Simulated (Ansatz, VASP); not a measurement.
**AlAs in VASP and in Ansatz**

```
Al As
1.0
    -2.81417    2.81417    0.00000
     0.00000    0.00000    5.62834
     2.81417    2.81417    0.00000
Al As
2 2
Direct
  0.00000 0.00000 0.00000
  0.50000 0.50000 0.50000
  0.00000 0.25000 0.50000
  0.50000 0.75000 0.00000
```

Alike in both runs: task single point; functional LDA; k mesh 8 × 6 × 8; occupations fermi-dirac, width 0.02 eV; no spin polarisation.

|  | VASP | Ansatz |
| --- | --- | --- |
| version | VASP 6.6.1 | Ansatz 0.2.0 |
| potentials or method | VASP PAW LDA potentials, release 64 (Al, As), cutoff 500 eV | all-electron LAPW, scalar-relativistic |

|  | VASP | Ansatz | Ansatz less VASP |
| --- | --- | --- | --- |
| gap on the k mesh at the Fermi level (eV) | 1.31 | 1.32 | +0.012 |
| pressure (GPa) | 0.4 | 0.0 | -0.35 |

LDA's correlation is that of Perdew and Zunger in VASP and of Perdew and Wang (1992) in Ansatz. Ansatz ran all-electron here, and VASP with PAW potentials.
